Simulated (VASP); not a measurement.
# Si2Mo (P4/mmm) in VASP: further runs

The runs below take Si2Mo through single point, relaxation of cell and atoms, with PBE.

All numbers are computed with VASP 6.6.1; they aren't measurements. Logs are shortened: lines on timing, memory, paths and dates and some standing lists are left out, and cuts for length are marked.

**1. The cell of the first run**

It takes space group P4/mmm (No. 123, tetragonal). The conventional cell has a = 3.489 Å, b = 3.489 Å, c = 4.761 Å, α = 90.00°, β = 90.00°, γ = 90.00°. Within 3.5 Å of Si (site symmetry 4/mmm) lie 4 Mo at 2.47 Å and 12 Si at 3.43 to 3.49 Å. Within 3.1 Å of Si (site symmetry 4/mmm) lie 2 Mo at 2.38 Å. Within 3.1 Å of Mo (site symmetry 4/mmm) lie 6 Si at 2.38 to 2.47 Å.

The cell was built from a structure type or drawn by symmetry, and may not be a known phase.

**2. Single point, PBE**

Input file INCAR:

```
SYSTEM = Si2Mo
ALGO = Normal
EDIFF = 1E-6
ENCUT = 520
GGA = PE
ISIF = 2
ISMEAR = 0
LASPH = .True.
LCHARG = .True.
LELF = .True.
LREAL = .False.
LVHAR = .True.
LWAVE = .False.
NBANDS = 18
NELM = 80
PREC = Accurate
SIGMA = 0.1
```

Input file KPOINTS:

```
k-points
0
Gamma
  14 14 10
  0 0 0
```

Input file POSCAR:

```
Si2Mo
1.0
    3.4889973182      0.0000000000      0.0000000000
    0.0000000000      3.4889973182      0.0000000000
    0.0000000000      0.0000000000      4.7608551551
Si Mo
2 1
Direct
    0.0000000000      0.0000000000      0.0000000000
    0.5000000000      0.5000000000      0.5000000000
    0.5000000000      0.5000000000      0.0000000000
```

Potentials or basis: VASP PAW PBE potentials, release 64 (Si, Mo_sv).

On the command line:

```bash
cat potpaw_PBE.64/Si/POTCAR potpaw_PBE.64/Mo_sv/POTCAR > POTCAR
mpirun -np 1 vasp_std > vasp.out
```

OUTCAR:

```text
SYSTEM = Si2Mo
   EDIFF = 1E-6
   ENCUT = 520
   GGA = PE
   ISIF = 2
   ISMEAR = 0
   LASPH = .True.
   LREAL = .False.
   NELM = 80
   PREC = Accurate

 ion  position               nearest neighbor table
   1  0.000  0.000  0.000-   3 2.47   3 2.47   3 2.47   3 2.47
   2  0.500  0.500  0.500-   3 2.38   3 2.38
   3  0.500  0.500  0.000-   2 2.38   2 2.38   1 2.47   1 2.47   1 2.47   1 2.47

  LATTYP: Found a simple tetragonal cell.
 ALAT       =     3.4889973182
 C/A-ratio  =     1.3645339107

  Lattice vectors:

 A1 = (   3.4889973182,   0.0000000000,   0.0000000000)
 A2 = (   0.0000000000,   3.4889973182,   0.0000000000)
 A3 = (   0.0000000000,   0.0000000000,   4.7608551551)

Analysis of symmetry for initial positions (statically):
=====================================================================
 Subroutine PRICEL returns:
 Original cell was already a primitive cell.

 Routine SETGRP: Setting up the symmetry group for a
 simple tetragonal supercell.

 Subroutine GETGRP returns: Found 16 space group operations
 (whereof 16 operations were pure point group operations)
 out of a pool of 16 trial point group operations.

The static configuration has the point symmetry D_4h.

Analysis of symmetry for dynamics (positions and initial velocities):
=====================================================================
 Subroutine PRICEL returns:
 Original cell was already a primitive cell.

 Routine SETGRP: Setting up the symmetry group for a
 simple tetragonal supercell.

 Subroutine GETGRP returns: Found 16 space group operations
 (whereof 16 operations were pure point group operations)
 out of a pool of 16 trial point group operations.

The dynamic configuration has the point symmetry D_4h.

 Subroutine INISYM returns: Found 16 space group operations
 (whereof 16 operations are pure point group operations),
 and found     1 'primitive' translations

----------------------------------------------------------------------------------------

                                     Primitive cell

  volume of cell :      57.9544

  direct lattice vectors                    reciprocal lattice vectors
     3.488997318  0.000000000  0.000000000     0.286615296  0.000000000  0.000000000
     0.000000000  3.488997318  0.000000000     0.000000000  0.286615296  0.000000000
     0.000000000  0.000000000  4.760855155     0.000000000  0.000000000  0.210046298

  length of vectors
     3.488997318  3.488997318  4.760855155     0.286615296  0.286615296  0.210046298

  position of ions in fractional coordinates (direct lattice)
     0.000000000  0.000000000  0.000000000
     0.500000000  0.500000000  0.500000000
     0.500000000  0.500000000  0.000000000

  ion indices of the primitive-cell ions
   primitive index   ion index
                 1           1
                 2           2
                 3           3

----------------------------------------------------------------------------------------

 KPOINTS: k-points

Automatic generation of k-mesh.
 Grid dimensions read from file:
 generate k-points for:   14   14   10

 Generating k-lattice:

  Cartesian coordinates                     Fractional coordinates (reciprocal lattice)
     0.020472521  0.000000000  0.000000000     0.071428571  0.000000000  0.000000000
     0.000000000  0.020472521  0.000000000     0.000000000  0.071428571  0.000000000
     0.000000000  0.000000000  0.021004630     0.000000000  0.000000000  0.100000000

  Length of vectors
     0.020472521  0.020472521  0.021004630

  Shift w.r.t. Gamma in fractional coordinates (k-lattice)
     0.000000000  0.000000000  0.000000000

 Subroutine IBZKPT returns following result:
 ===========================================

 Found    216 irreducible k-points:

 Following reciprocal coordinates:
            Coordinates               Weight
  0.000000  0.000000  0.000000      1.000000
  0.071429  0.000000  0.000000      4.000000
  0.142857  0.000000  0.000000      4.000000
  0.214286  0.000000  0.000000      4.000000
  0.285714  0.000000  0.000000      4.000000
  0.357143  0.000000  0.000000      4.000000
[... 16 lines left out ...]
  0.285714  0.214286  0.000000      8.000000
  0.357143  0.214286  0.000000      8.000000
 [... further k-points ...]
   k-points           NKPTS =    216   k-points in BZ     NKDIM =    216   number of bands    NBANDS=     18
   number of dos      NEDOS =    301   number of ions     NIONS =      3
   total plane-waves  NPLWV =  28224
   dimension x,y,z NGX =    28 NGY =   28 NGZ =   36
   dimension x,y,z NGXF=    56 NGYF=   56 NGZF=   72
   ions per type =               2   1
   NGX,Y,Z   is equivalent  to a cutoff of  13.34, 13.34, 12.57 a.u.
   NGXF,Y,Z  is equivalent  to a cutoff of  26.68, 26.68, 25.14 a.u.
 SYSTEM =  Si2Mo
   PREC   = accura    normal or accurate (medium, high low for compatibility)
   ISTART =      0    job   : 0-new  1-cont  2-samecut
   ICHARG =      2    charge: 1-file 2-atom 10-const
   ISPIN  =      1    spin polarized calculation?
   LNONCOLLINEAR =      F non collinear calculations
   LSORBIT =      F    spin-orbit coupling
   LASPH  =      T    aspherical Exc in radial PAW
   ENCUT  =  520.0 eV  38.22 Ry    6.18 a.u.   6.49  6.49  8.85*2*pi/ulx,y,z
   NELM   =     80;   NELMIN=  2; NELMDL= -5     # of ELM steps
   EDIFF  = 0.1E-05   stopping-criterion for ELM
   LREAL  =      F    real-space projection
   EDIFFG = 0.1E-04   stopping-criterion for IOM
   NSW    =      0    number of steps for IOM
   IBRION =     -1    ionic relax: 0-MD 1-quasi-New 2-CG
   NFREE  =      0    steps in history (QN), initial steepest desc. (CG)
   ISIF   =      2    stress and relaxation
   ISYM   =      2    0-nonsym 1-usesym 2-fastsym
   POTIM  = 0.5000    time-step for ionic-motion
   TEBEG  =    0.0;   TEEND  =   0.0 temperature during run
   PSTRESS=    0.0 pullay stress
   NELECT =      22.0000    total number of electrons
   NUPDOWN=      -1.0000    fix difference up-down
   EMIN   =  10.00;   EMAX   =-10.00  energy-range for DOS
   EFERMI =   0.00;   METHOD = LEGACY
   ISMEAR =     0;   SIGMA  =   0.10  broadening in eV -4-tet -1-fermi 0-gaus
   EFERMI_NEDOS =   21; number of points for ismear=-14 and -15
   IALGO  =     38    algorithm
   IMIX   =      4    mixing-type and parameters
     AMIX     =   0.40;   BMIX     =  1.00
     AMIX_MAG =   1.60;   BMIX_MAG =  1.00
  volume/ion in A,a.u.               =      19.32       130.37
  Fermi-wavevector in a.u.,A,eV,Ry     =   1.185369  2.240023 19.117549  1.405100
  Thomas-Fermi vector in A             =   2.321564
   LORBIT       =      0    0 simple, 1 ext, 2 COOP (PROOUT), +10 PAW based schemes
   GGA     = PE    functional components
   LHFCALC =     F    Hartree Fock is set to
   AEXX    =    0.0000 exact exchange contribution
   IVDW    =     0    specifies the selected vdW correction
   LEPSILON=     F    determine dielectric tensor
   LRPA    =     F    only Hartree local field effects (RPA)
 non-spin polarized calculation
 Gauss-broadening in eV      SIGMA  =   0.10
  energy-cutoff  :      520.00
  volume of cell :       57.95
 maximum number of plane-waves:      1594
 NGX is ok and might be reduce to    28
   NGX = 13   NGY = 13   NGZ = 17

 number of electron      22.0000002 magnetization

 Free energy of the ion-electron system (eV)
  ---------------------------------------------------
  ext. energy  EPLUGINS =         0.00000000
  ---------------------------------------------------
  free energy    TOTEN  =       -20.46747710 eV

  energy without entropy =      -20.46015187  energy(sigma->0) =      -20.46381449

 E-fermi :   7.4410     XC(G=0): -10.4607

 val. band max:        7.4398754828   @ k =   0.1429   0.0000   0.0000
 cond. band min:       7.4477627050   @ k =   0.1429   0.1429   0.0000
 fundamental gap:      0.0078872222
 Fermi energy:         7.4409945574

 k-point     1 :       0.0000    0.0000    0.0000
  band No.  band energies     occupation
      1     -53.1759      2.00000
      2     -27.4068      2.00000
      3     -27.4068      2.00000
      4     -27.2148      2.00000
      5      -3.1632      2.00000
      6       0.0645      2.00000
[... 10 lines left out ...]
     17      11.5754      0.00000
     18      12.7713      0.00000

 k-point     2 :       0.0714    0.0000    0.0000
  band No.  band energies     occupation
      1     -53.1756      2.00000
      2     -27.4124      2.00000
      3     -27.4063      2.00000
      4     -27.2144      2.00000
      5      -3.0965      2.00000
      6       0.1000      2.00000
[... 10 lines left out ...]
     17      11.5811      0.00000
     18      13.0552      0.00000

 k-point     3 :       0.1429    0.0000    0.0000
  band No.  band energies     occupation
      1     -53.1748      2.00000
      2     -27.4282      2.00000
      3     -27.4050      2.00000
      4     -27.2131      2.00000
      5      -2.8992      2.00000
      6       0.1988      2.00000
[... 10 lines left out ...]
     17      11.9134      0.00000
     18      13.6392      0.00000

 k-point     4 :       0.2143    0.0000    0.0000
  band No.  band energies     occupation
      1     -53.1736      2.00000
      2     -27.4508      2.00000
      3     -27.4030      2.00000
      4     -27.2112      2.00000
      5      -2.5791      2.00000
      6       0.3329      2.00000
[... 375 lines left out ...]
      4     -27.2075      2.00000
      5      -2.0631      2.00000
      6       0.4751      2.00000
[... 10 lines left out ...]
     17      12.0153      0.00000
     18      15.3836      0.00000

 k-point    23 :       0.2857    0.2143    0.0000
  band No.  band energies     occupation
      1     -53.1700      2.00000
      2     -27.4700      2.00000
      3     -27.4425      2.00000
      4     -27.2054      2.00000
      5      -1.6910      2.00000
      6       0.4846      2.00000
[... 10 lines left out ...]
     17      12.1539      0.00000
     18      14.9476      0.00000

 k-point    24 :       0.3571    0.2143    0.0000
  band No.  band energies     occupation
      1     -53.1688      2.00000
      2     -27.4917      2.00000
      3     -27.4399      2.00000
      4     -27.2036      2.00000
      5      -1.2508      2.00000
      6       0.3745      2.00000
[... 10 lines left out ...]
     17      12.1819      0.00000
     18      14.7717      0.00000

 [... further k-points ...]

------------------------ aborting loop because EDIFF is reached ----------------------------------------

  FORCE on cell =-STRESS in cart. coord.  units (eV):
  Direction    XX          YY          ZZ          XY          YZ          ZX
  --------------------------------------------------------------------------------------
  -------------------------------------------------------------------------------------
  Total        0.0115210      0.0115210      0.0437428      0.0000000     -0.0000000      0.0000000
  in kB        0.3185038      0.3185038      1.2092915      0.0000000     -0.0000000      0.0000000
  external PRESSURE =       0.6154330 kB  Pullay stress =       0.0000000 kB

 VOLUME and BASIS-vectors are now :
 -----------------------------------------------------------------------------
  energy-cutoff  :      520.00
  volume of cell :       57.95
      direct lattice vectors                 reciprocal lattice vectors
     3.488997318  0.000000000  0.000000000     0.286615296  0.000000000  0.000000000
     0.000000000  3.488997318  0.000000000     0.000000000  0.286615296  0.000000000
     0.000000000  0.000000000  4.760855155     0.000000000  0.000000000  0.210046298

 POSITION                                       TOTAL-FORCE (eV/Angst)
 -----------------------------------------------------------------------------------
      0.00000      0.00000      0.00000         0.000000      0.000000      0.000000
      1.74450      1.74450      2.38043         0.000000      0.000000      0.000000
      1.74450      1.74450      0.00000         0.000000      0.000000      0.000000
 -----------------------------------------------------------------------------------
    total drift:                                0.000000      0.000000     -0.000000

  FREE ENERGIE OF THE ION-ELECTRON SYSTEM (eV)
  ---------------------------------------------------
  free  energy   TOTEN  =       -20.4674770995 eV

  energy  without entropy=      -20.4601518713  energy(sigma->0) =      -20.46381449
```

Wall time 2.8 min (1 thread of Intel Xeon Platinum 8375C at 2.90GHz (Ice Lake), shared host); peak memory 0.33 GiB.

Results:

* Free energy: -20.4675 eV
* Pressure: 0.1 GPa
* Band gap on the k mesh: zero (bands 11 and 12 overlap by 1.56 eV)

[end of part 1 of 2]
